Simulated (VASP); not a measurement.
# Si (I4_1/amd) in VASP: further runs

Si is run at these levels: LDA; tasks: single point.

Program: VASP 6.6.1. These are calculated values, not measurements. Logs are shortened: lines on timing, memory, paths and dates and some standing lists are left out, and cuts for length are marked.

**1. The cell of the first run**

Symmetry: I4_1/amd, No. 141, tetragonal system. The conventional cell has a = 4.765 Å, b = 4.765 Å, c = 2.611 Å, α = 90.00°, β = 90.00°, γ = 90.00°. Si (site symmetry -4m2) has 10 Si at 2.47 to 3.08 Å within 3.3 Å.

**2. Single point, LDA**

File INCAR:

```
PREC = Accurate
ENCUT = 520
EDIFF = 1E-6
ISMEAR = 0
SIGMA = 0.15
LREAL = F
LASPH = T
NELM = 60
ALGO = Normal
ISIF = 2
LWAVE = F
LCHARG = F
GGA = CA
NBANDS = 11
```

File KPOINTS:

```
regular mesh
0
Gamma
  14 14 14
```

File POSCAR:

```
Si
1.0
   -2.3824154513      2.3824154513      1.3052992358
    2.3824154513     -2.3824154513      1.3052992358
    2.3824154513      2.3824154513     -1.3052992358
Si
2
Direct
    0.2500000000      0.7500000000      0.5000000000
    0.5000000000      0.5000000000      0.0000000000
```

Potentials or basis: VASP PAW LDA potentials, release 64 (Si).

Run with:

```
$ cat potpaw_LDA.64/Si/POTCAR > POTCAR
$ mpirun -np 1 vasp_std > vasp.out
```

OUTCAR:

```text
PREC = Accurate
   ENCUT = 520
   EDIFF = 1E-6
   ISMEAR = 0
   LREAL = F
   LASPH = T
   NELM = 60
   ISIF = 2
   GGA = CA

 ion  position               nearest neighbor table
   1  0.250  0.750  0.500-   2 2.47   2 2.47   2 2.47   2 2.47   2 3.08   2 3.08   2 3.08   2 3.08

   2  0.500  0.500  0.000-   1 2.47   1 2.47   1 2.47   1 2.47   1 3.08   1 3.08   1 3.08   1 3.08

  LATTYP: Found a body centered tetragonal cell.
 ALAT       =     4.7648309026
 C/A-ratio  =     0.5478890070

  Lattice vectors:

 A1 = (  -2.3824154513,   2.3824154513,   1.3052992358)
 A2 = (   2.3824154513,  -2.3824154513,   1.3052992358)
 A3 = (   2.3824154513,   2.3824154513,  -1.3052992358)

Analysis of symmetry for initial positions (statically):
=====================================================================
 Subroutine PRICEL returns:
 Original cell was already a primitive cell.

 Routine SETGRP: Setting up the symmetry group for a
 body centered tetragonal supercell.

 Subroutine GETGRP returns: Found 16 space group operations
 (whereof  8 operations were pure point group operations)
 out of a pool of 16 trial point group operations.

The static configuration has the point symmetry D_2d.
 The point group associated with its full space group is D_4h.

Analysis of symmetry for dynamics (positions and initial velocities):
=====================================================================
 Subroutine PRICEL returns:
 Original cell was already a primitive cell.

 Routine SETGRP: Setting up the symmetry group for a
 body centered tetragonal supercell.

 Subroutine GETGRP returns: Found 16 space group operations
 (whereof  8 operations were pure point group operations)
 out of a pool of 16 trial point group operations.

The dynamic configuration has the point symmetry D_2d.
 The point group associated with its full space group is D_4h.

 Subroutine INISYM returns: Found 16 space group operations
 (whereof  8 operations are pure point group operations),
 and found     1 'primitive' translations

----------------------------------------------------------------------------------------

                                     Primitive cell

  volume of cell :      29.6350

  direct lattice vectors                    reciprocal lattice vectors
    -2.382415451  2.382415451  1.305299236     0.000000000  0.209871036  0.383053928
     2.382415451 -2.382415451  1.305299236     0.209871036  0.000000000  0.383053928
[... 93 lines left out ...]
   POTIM  = 0.5000    time-step for ionic-motion
   TEBEG  =    0.0;   TEEND  =   0.0 temperature during run
   PSTRESS=    0.0 pullay stress
   NELECT =       8.0000    total number of electrons
   NUPDOWN=      -1.0000    fix difference up-down
   EMIN   =  10.00;   EMAX   =-10.00  energy-range for DOS
   EFERMI =   0.00;   METHOD = LEGACY
   ISMEAR =     0;   SIGMA  =   0.15  broadening in eV -4-tet -1-fermi 0-gaus
   EFERMI_NEDOS =   21; number of points for ismear=-14 and -15
   IALGO  =     38    algorithm
   IMIX   =      4    mixing-type and parameters
     AMIX     =   0.40;   BMIX     =  1.00
     AMIX_MAG =   1.60;   BMIX_MAG =  1.00
  volume/ion in A,a.u.               =      14.82        99.99
  Fermi-wavevector in a.u.,A,eV,Ry     =   1.058043  1.999411 15.231097  1.119454
  Thomas-Fermi vector in A             =   2.193337
   LORBIT       =      0    0 simple, 1 ext, 2 COOP (PROOUT), +10 PAW based schemes
   GGA     = CA    functional components
   LHFCALC =     F    Hartree Fock is set to
   AEXX    =    0.0000 exact exchange contribution
   IVDW    =     0    specifies the selected vdW correction
   LEPSILON=     F    determine dielectric tensor
   LRPA    =     F    only Hartree local field effects (RPA)
 non-spin polarized calculation
 Gauss-broadening in eV      SIGMA  =   0.15
  energy-cutoff  :      520.00
  volume of cell :       29.64
 maximum number of plane-waves:       813
   NGX = 13   NGY = 13   NGZ = 13

 number of electron       8.0000000 magnetization

 Free energy of the ion-electron system (eV)
  ---------------------------------------------------
  ext. energy  EPLUGINS =         0.00000000
  ---------------------------------------------------
  free energy    TOTEN  =       -11.50471050 eV

  energy without entropy =      -11.49529910  energy(sigma->0) =      -11.50000480

 E-fermi :   9.4784     XC(G=0): -11.1018

 val. band max:        9.4585337868   @ k =  -0.2857   0.3571   0.1429
 cond. band min:       9.4873403760   @ k =  -0.2143  -0.2143   0.0714
 fundamental gap:      0.0288065892
 Fermi energy:         9.4783711369

 k-point     1 :       0.0000    0.0000    0.0000
  band No.  band energies     occupation
      1      -4.4659      2.00000
      2       6.9021      2.00000
      3       6.9021      2.00000
      4       7.3838      2.00000
      5      10.9458      0.00000
      6      17.1512      0.00000
      7      18.4190      0.00000
      8      18.4190      0.00000
      9      19.0346      0.00000
     10      19.6780      0.00000
     11      20.2528      0.00000
[... 309 lines left out ...]
 k-point    24 :       0.2857    0.1429   -0.0000
  band No.  band energies     occupation
      1      -0.0158      2.00000
      2       5.4175      2.00000
      3       6.6626      2.00000
      4       7.0937      2.00000
      5       9.7264      0.01937
      6      11.7659      0.00000
      7      12.7216      0.00000
      8      14.3447      0.00000
      9      17.1610      0.00000
     10      18.3761      0.00000
     11      21.0989      0.00000

 [... further k-points ...]

------------------------ aborting loop because EDIFF is reached ----------------------------------------

  FORCE on cell =-STRESS in cart. coord.  units (eV):
  Direction    XX          YY          ZZ          XY          YZ          ZX
  --------------------------------------------------------------------------------------
  -------------------------------------------------------------------------------------
  Total       -0.0698523     -0.0698523      0.1221899      0.0000000     -0.0000000      0.0000000
  in kB       -3.7764715     -3.7764715      6.6060325      0.0000000     -0.0000000      0.0000000
  external PRESSURE =      -0.3156368 kB  Pullay stress =       0.0000000 kB

 VOLUME and BASIS-vectors are now :
 -----------------------------------------------------------------------------
  energy-cutoff  :      520.00
  volume of cell :       29.64
      direct lattice vectors                 reciprocal lattice vectors
    -2.382415451  2.382415451  1.305299236     0.000000000  0.209871036  0.383053928
     2.382415451 -2.382415451  1.305299236     0.209871036  0.000000000  0.383053928
     2.382415451  2.382415451 -1.305299236     0.209871036  0.209871036  0.000000000

 POSITION                                       TOTAL-FORCE (eV/Angst)
 -----------------------------------------------------------------------------------
      2.38242      0.00000      0.65265         0.000000     -0.000000      0.000000
      0.00000      0.00000      1.30530        -0.000000      0.000000     -0.000000
 -----------------------------------------------------------------------------------
    total drift:                                0.000000      0.000000      0.000000

  FREE ENERGIE OF THE ION-ELECTRON SYSTEM (eV)
  ---------------------------------------------------
  free  energy   TOTEN  =       -11.5047105046 eV

  energy  without entropy=      -11.4952991039  energy(sigma->0) =      -11.50000480
```

OSZICAR:

```text
N       E                     dE             d eps       ncg     rms          rms(c)
DAV:   1     0.416771438085E+01    0.41677E+01   -0.34146E+03  5368   0.610E+02
DAV:   2    -0.110990212837E+02   -0.15267E+02   -0.14727E+02  6969   0.837E+01
DAV:   3    -0.115357141782E+02   -0.43669E+00   -0.43391E+00  6945   0.117E+01
DAV:   4    -0.115376532660E+02   -0.19391E-02   -0.19389E-02  6514   0.981E-01
DAV:   5    -0.115376626991E+02   -0.94331E-05   -0.94337E-05  6842   0.623E-02    0.441E+00
DAV:   6    -0.115173261394E+02    0.20337E-01   -0.31781E-03  6261   0.271E-01    0.254E+00
DAV:   7    -0.115047855046E+02    0.12541E-01   -0.68880E-03  5998   0.411E-01    0.188E-01
DAV:   8    -0.115047166089E+02    0.68896E-04   -0.41009E-04  6573   0.114E-01    0.304E-02
DAV:   9    -0.115047110037E+02    0.56052E-05   -0.11063E-05  6605   0.203E-02    0.142E-02
DAV:  10    -0.115047105046E+02    0.49908E-06   -0.14323E-06  4408   0.607E-03
   1 F= -.11504711E+02 E0= -.11500005E+02  d E =-.941140E-02
```

Run time: 83 s. Hardware: 1 thread of Intel Xeon 8259CL, shared host; peak memory 0.18 GiB.

Results:

```
Free energy            : -11.5047 eV
Pressure               : 0.0 GPa
Band gap on the k mesh : zero (bands 4 and 5 overlap by 6.25 eV)
```

Levels at points of the mesh, in eV from the Fermi level:
| k point | band 1 | band 2 | band 3 | band 4 | band 5 | band 6 | band 7 | band 8 |
| --- | --- | --- | --- | --- | --- | --- | --- | --- |
| (0.00, 0.00, 0.00) | -13.94 | -2.58 | -2.58 | -2.09 | 1.47 | 7.67 | 8.94 | 8.94 |
| (0.50, 0.00, 0.00) | -7.59 | -6.84 | -2.19 | -1.71 | -1.49 | 1.08 | 4.54 | 5.50 |
| (0.50, 0.50, 0.00) | -10.82 | -10.82 | 0.27 | 0.27 | 2.49 | 2.49 | 8.61 | 8.61 |
| (0.50, 0.50, 0.50) | -8.42 | -8.42 | -6.92 | -6.92 | 6.03 | 6.03 | 12.99 | 12.99 |

**3. Single point, LDA**

File INCAR:

```
SYSTEM = Si
PREC = Accurate
ENCUT = 520
EDIFF = 1E-6
ISMEAR = 0
SIGMA = 0.15
LREAL = .False.
LASPH = .True.
NELM = 100
ALGO = Normal
ISIF = 2
LWAVE = .False.
LCHARG = .False.
NBANDS = 11
```

File KPOINTS:

```
regular mesh
0
Gamma
  26 26 26
  0 0 0
```

POSCAR is that of step 2.

Potentials or basis: VASP PAW LDA potentials, release 64 (Si).

Run with:

```
$ cat potpaw_LDA.64/Si/POTCAR > POTCAR
$ mpirun -np 1 vasp_std > vasp.out
```

Wall time 3 min (1 thread of Intel Xeon 6975P-C (Granite Rapids), shared host); peak memory 0.41 GiB.

It converged, with:

```
Free energy            : -11.5067 eV
Pressure               : 0.0 GPa
Band gap on the k mesh : zero (bands 4 and 5 overlap by 6.63 eV)
```

Stress tensor (GPa, compression positive):
```
-0.16  0.00  0.00
 0.00 -0.16  0.00
 0.00  0.00  0.38
```

Levels at points of the mesh, in eV from the Fermi level:
```csv
k point,band 2,band 3,band 4,band 5,band 6,band 7
"(0.00, 0.00, 0.00)",-2.56,-2.56,-2.08,1.48,7.69,8.96
"(0.50, 0.00, 0.00)",-6.83,-2.17,-1.69,-1.48,1.09,4.55
"(0.50, 0.50, 0.00)",-10.80,0.28,0.28,2.50,2.50,8.62
"(0.50, 0.50, 0.50)",-8.40,-6.91,-6.91,6.05,6.05,13.00
```

**4. Single point, LDA**

This run uses another cell than the first one: it holds 8 atoms, not 2.

File INCAR:

```
  PREC = Accurate
  ENCUT = 520
  EDIFF = 1E-7
  ISMEAR = 0
  SIGMA = 0.15
  LREAL = False
  LASPH = True
  NELM = 100
  ALGO = Normal
  ISIF = 2
  LWAVE = False
  LCHARG = False
  NBANDS = 26
```

File KPOINTS:

```
Automatic mesh
0
Gamma
  14 14 14
```

File POSCAR:

```
Si
1.0
    0.0000000000      0.0000000000     -5.2211969432
    4.7648309027      0.0000000000     -2.6105984716
    0.0000000000     -4.7648309027     -2.6105984716
Si
8
Direct
    0.3750000000      0.0000000000      0.5000000000
    0.8750000000      0.0000000000      0.5000000000
    0.1250000000      0.5000000000      0.0000000000
    0.6250000000      0.5000000000      0.0000000000
    0.5000000000      0.5000000000      0.5000000000
    0.0000000000      0.5000000000      0.5000000000
    0.2500000000      0.0000000000      1.0000000000
    0.7500000000      0.0000000000      1.0000000000
```

Run with:

```
$ cat potpaw_LDA.64/Si/POTCAR > POTCAR
$ mpirun -np 1 vasp_std > vasp.out
```

Wall time 5.1 min (1 thread of Intel Xeon 6975P-C (Granite Rapids), shared host); peak memory 0.56 GiB.

It converged, with:

| Item | Value |
| --- | --- |
| Free energy | -46.0256 eV |
| Pressure | 0.0 GPa |
| Band gap on the k mesh | zero (bands 16 and 17 overlap by 1.84 eV) |

Stress tensor (GPa, compression positive):
```
 0.08  0.00  0.00
 0.00  0.08  0.00
 0.00  0.00 -0.04
```

Levels at points of the mesh, in eV from the Fermi level:
```csv
k point,band 13,band 14,band 15,band 16,band 17,band 18,band 19,band 20
"(0.00, 0.00, 0.00)",-5.21,-2.57,-2.57,-2.09,1.47,4.20,4.20,4.20
"(0.50, 0.00, 0.00)",-1.43,-1.43,-0.99,-0.99,0.55,0.55,1.73,1.73
"(0.00, 0.50, 0.00)",-1.71,-1.71,-1.49,-1.49,-0.20,-0.20,1.08,1.08
"(0.00, 0.50, 0.50)",-2.23,-2.23,0.27,0.27,0.27,0.27,2.49,2.49
```

**5. Summary**

| cell | k mesh | gap on the mesh (eV) | pressure (GPa) |
| --- | --- | --- | --- |
| a = 3.613 Å, angles 97.5, 97.5, 137.6°, 2 atoms, atomic positions A | 14 × 14 × 14 | none | 0.0 |
| a = 3.613 Å, angles 97.5, 97.5, 137.6°, 2 atoms, atomic positions A | 26 × 26 × 26 | none | 0.0 |
| a = 5.221, b = 5.433, c = 5.433 Å, angles 76.7, 61.3, 61.3°, 8 atoms, atomic positions B | 14 × 14 × 14 | none | 0.0 |

Alike in all rows: task single point; level LDA; potentials or basis VASP PAW LDA potentials, release 64 (Si); no spin polarisation; cutoff (eV) 520; smearing gaussian 0.15 eV.

Absolute energies hang on the potentials; compare differences alone.
